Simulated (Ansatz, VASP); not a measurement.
# One calculation of Nb, two programs

Contents of INCAR:

```
ALGO = Normal
EDIFF = 1E-6
ENCUT = 520
GGA = PE
GGA_COMPAT = F
ISIF = 2
ISMEAR = 1
IVDW = 12
LASPH = T
LCHARG = T
LMAXMIX = 4
LORBIT = 11
LORBMOM = T
LREAL = F
LSORBIT = T
LVHAR = T
LWAVE = F
MAGMOM = 0 0 0
NBANDS = 24
NELM = 150
PREC = Accurate
SIGMA = 0.01
```

File KPOINTS:

```
k-points
0
Gamma
  8 8 8
```

The input POSCAR:

```
Nb
1.0
    0.0000000000      2.1290070307      2.1290070307
    2.1290070307      0.0000000000      2.1290070307
    2.1290070307      2.1290070307      0.0000000000
Nb
1
Direct
    0.0000000000      0.0000000000      0.0000000000
```

input.yaml

```yaml
crystal:
  lattice:
    - [0.0, 2.1290070307, 2.1290070307]
    - [2.1290070307, 0.0, 2.1290070307]
    - [2.1290070307, 2.1290070307, 0.0]
  atoms:
    - { symbol: Nb, position: [0.0, 0.0, 0.0] }
kpoints:
  mp_grid: { grid: [8, 8, 8] }
scf:
  occupations: { method: cold, width: 0.01 }
hamiltonian:
  xc: pbe
  dispersion: d3bj
  pseudopotentials: { kind: all_electron, lapw: { basis_error: 0.001 } }
magnetization:
  noncollinear: true
  spin_orbit: true
output:
  forces: true
  stress: true
  eigenvalues: true
```

Change from the starting cell: volume scaled by 1.02.

Alike in both runs: task single point; functional PBE; dispersion D3(BJ); k mesh 8 × 8 × 8; non-collinear spin, spin-orbit coupling.

|  | VASP | Ansatz |
| --- | --- | --- |
| version | VASP 6.6.1 | Ansatz 0.2.0 |
| potentials or method | VASP PAW PBE potentials, release 64 (Nb_sv), cutoff 520 eV | all-electron LAPW, relativistic spinors |
| occupations | methfessel-paxton of order 1, width 0.01 eV | cold, width 0.01 eV |

VASP gave:

- pressure (GPa): -10.8
- net moment per atom (μB): 0.00

Estimate Ansatz's values.

pressure (GPa): -10.5; net moment per atom (μB): 0.00.

Ansatz ran all-electron here, and VASP with PAW potentials.

Noted on Ansatz's run: the k mesh is thin for a metal, which can move the energy by tens of meV per atom.
